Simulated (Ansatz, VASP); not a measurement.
**One calculation of Cd, two programs**

The input POSCAR:

```
Cd
1.0
   -2.1133146008      1.7943617023      1.3986102567
    1.7943617023     -2.1133146008      1.3986102567
    3.9834134986      3.9834134986     -1.9827730745
Cd
2
Direct
    0.8750370714      0.1249629286      1.0000000000
    0.8749629286      0.1250370714      0.5000000000
```

The input INCAR.step1:

```
ALGO = Normal
EDIFF = 1E-4
ENCUT = 520
GGA = PE
ISMEAR = -1
LASPH = T
LCHARG = F
LREAL = F
LWAVE = T
NBANDS = 19
NELM = 80
PREC = Accurate
SIGMA = 0.1
```

INCAR.step2

```
ALGO = Normal
EDIFF = 1E-6
ENCUT = 520
ISIF = 2
ISMEAR = -1
ISTART = 1
LASPH = T
LCHARG = F
LMIXTAU = T
LREAL = F
LWAVE = F
METAGGA = R2SCAN
NBANDS = 19
NELM = 80
PREC = Accurate
SIGMA = 0.1
```

The input KPOINTS:

```
k-points
0
Gamma
  15 15 7
```

Input for Ansatz:

```yaml
crystal:
  lattice:
    - [-2.1133146008, 1.7943617023, 1.3986102567]
    - [1.7943617023, -2.1133146008, 1.3986102567]
    - [3.9834134986, 3.9834134986, -1.9827730745]
  atoms:
    - { symbol: Cd, position: [0.8750370714, 0.1249629286, 1.0] }
    - { symbol: Cd, position: [0.8749629286, 0.1250370714, 0.5] }
hamiltonian:
  xc: r2scan
  pseudopotentials:
    kind: paw
    azcp:
      Cd: "pseudopotentials/Cd.paw.azcp"
basis:
  ecutwfc: 500
  fft_grid_basis: typed
kpoints:
  mp_grid: { grid: [15, 15, 7], shift: [0, 0, 0] }
magnetization:
  spin_polarized: false
scf:
  occupations: { method: fermi_dirac, width: 0.1 }
  lower_state_search: "off"
output:
  stress: true
  write_density: true
  write_potential: true
  elf: true
  volumetric_format: npy
```

Alike in both runs: task single point; functional r2SCAN; k mesh 15 × 15 × 7; occupations fermi-dirac, width 0.1 eV; no spin polarisation.

```csv
,VASP,Ansatz
version,VASP 6.6.1,Ansatz 0.2.0
potentials or method,"VASP PAW PBE potentials, release 64 (Cd), cutoff 520 eV","plane waves (500 eV) with PAW, scalar-relativistic"
valence electrons in the cell,24,40
```

```csv
,VASP,Ansatz,Ansatz less VASP
pressure (GPa),6.2,5.7,-0.52
"traceless stress, the component that is largest in VASP (GPa)",2.47,2.26,-0.204
```

VASP's potentials were made for PBE, not for r2SCAN. VASP's potentials hold 24 valence electrons a cell and Ansatz's 40, so a difference there can come from the potentials and not from the codes.
